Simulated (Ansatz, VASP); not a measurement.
**Ge in VASP and in Ansatz**

Contents of INCAR:

```
PREC = Accurate
ENCUT = 520
EDIFF = 1E-7
ISMEAR = 0
SIGMA = 0.1
LREAL = False
LASPH = True
NELM = 80
ALGO = Normal
ISIF = 2
LWAVE = False
LCHARG = True
LDIPOL = True
IDIPOL = 3
DIPOL = 0.5 0.5 0.500
GGA = PE
IVDW = 12
LELF = True
LVHAR = True
LVACPOTAV = True
NBANDS = 21
```

Contents of KPOINTS:

```
regular mesh
0
Gamma
  12 12 1
```

POSCAR

```
Ge
1.0
    3.7710000000      0.0000000000      0.0000000000
   -1.8855000000      3.2657817977      0.0000000000
    0.0000000000      0.0000000000     28.0000000000
Ge
2
Direct
    0.3333333333      0.6666666667      0.5183214286
    0.6666666667      0.3333333333      0.4816785714
```

Input for Ansatz:

```yaml
crystal:
  lattice:
    - [3.771, 0.0, 0.0]
    - [-1.8855, 3.2657817977, 0.0]
    - [0.0, 0.0, 28.0]
  atoms:
    - { symbol: Ge, position: [0.3333333333, 0.6666666667, 0.5183214286] }
    - { symbol: Ge, position: [0.6666666667, 0.3333333333, 0.4816785714] }
  periodic: [true, true, false]
basis:
  ecutwfc: 420
kpoints:
  mp_grid: { grid: [12, 12, 1] }
hamiltonian:
  xc: pbe
  pseudopotentials: { kind: paw, azcp: { folder: soft_1 } }
  dispersion: d3bj
scf:
  occupations: { method: gaussian, width: 0.1 }
output:
  forces: true
  stress: true
  eigenvalues: true
```

Alike in both runs: task single point; functional PBE; dispersion D3(BJ); k mesh 12 × 12 × 1; occupations gaussian, width 0.1 eV; no spin polarisation.

|  | VASP | Ansatz |
| --- | --- | --- |
| version | VASP 6.6.1 | Ansatz 0.2.0 |
| potentials or method | VASP PAW PBE potentials, release 64 (Ge_d), cutoff 520 eV | scalar-relativistic, plane waves, PAW |
| valence electrons in the cell | 28 | 28 |

```csv
,VASP,Ansatz,Ansatz less VASP
gap on the k mesh at the Fermi level (eV),none,none,-
rms of the force components (eV/Å),0.350,0.345,-0.0046
"work function, face that differs most (eV)",4.10,4.10,+0.001
```

Atom by atom the forces differ by 0.005 eV/Å (rms over components). A gap of «none» marks a metal or a gap that the smearing closes.
